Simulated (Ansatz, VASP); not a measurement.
Given: the input of a run of Ansatz 0.2.0 on CuO.

File input.yaml:

```yaml
crystal:
  lattice:
    - [2.3755041962, -1.7359473225, 0.0]
    - [2.3755041962, 1.7359473225, 0.0]
    - [-0.8718787375, 0.0, 5.1260155593]
  atoms:
    - { symbol: Cu, position: [0.4968, 0.0032, 0.5] }
    - { symbol: Cu, position: [0.0032, 0.4968, 0.0] }
    - { symbol: O, position: [0.4056, 0.5714, 0.7537] }
    - { symbol: O, position: [0.5714, 0.4056, 0.2537] }
hamiltonian:
  xc: lda
  pseudopotentials: { kind: paw }
kpoints:
  mp_grid: { grid: [10, 10, 5] }
scf:
  occupations: { method: fermi_dirac, width: 0.05 }
output:
  forces: true
  stress: true
  eigenvalues: true
```

Potentials or basis: Ansatz PAW.

The run is started by

```bash
$ ansatz run input.yaml --threads 2 --pin off --max-ram 5632MiB --backend cpu --events-out ev --progress --plain --runs-dir out
```

Q: Translate it to VASP 6.6.1. Potentials there: VASP PAW LDA potentials, release 64 (Cu, O).

A: As run (the cutoff follows the program's own potentials):

File INCAR:

```
  PREC = Accurate
  ENCUT = 520
  EDIFF = 1E-6
  ISMEAR = -1
  SIGMA = 0.05
  LREAL = False
  LASPH = True
  NELM = 60
  ALGO = Normal
  ISIF = 2
  LWAVE = False
  LCHARG = True
  GGA = CA
  LELF = True
  LVHAR = True
  NBANDS = 25
```

KPOINTS

```
Automatic mesh
0
Gamma
  10 10 5
```

POSCAR

```
CuO
1.0
    2.3755041962     -1.7359473225      0.0000000000
    2.3755041962      1.7359473225      0.0000000000
   -0.8718787375      0.0000000000      5.1260155593
Cu O
2 2
Direct
    0.4968000000      0.0032000000      0.5000000000
    0.0032000000      0.4968000000      0.0000000000
    0.4056000000      0.5714000000      0.7537000000
    0.5714000000      0.4056000000      0.2537000000
```

Potentials or basis: VASP PAW LDA potentials, release 64 (Cu, O).

Run with:

```console
$ cat potpaw_LDA.64/Cu/POTCAR potpaw_LDA.64/O/POTCAR > POTCAR
$ mpirun -np 1 vasp_std > vasp.out
```

Both were run:

|  | VASP | Ansatz | Ansatz less VASP |
| --- | --- | --- | --- |
| gap on the k mesh at the Fermi level (eV) | none | none | - |
| pressure (GPa) | -14.6 | -15.3 | -0.67 |
| traceless stress, the component that is largest in VASP (GPa) | 4.62 | 4.97 | +0.359 |
| rms of the force components (eV/Å) | 0.399 | 0.397 | -0.0019 |

LDA's correlation is that of Perdew and Zunger in VASP and of Perdew and Wang (1992) in Ansatz. Atom by atom the forces differ by 0.023 eV/Å (rms over components). A gap of «none» marks a metal or a gap that the smearing closes. VASP's potentials hold 34 valence electrons a cell and Ansatz's 50, so a difference there can come from the potentials and not from the codes.
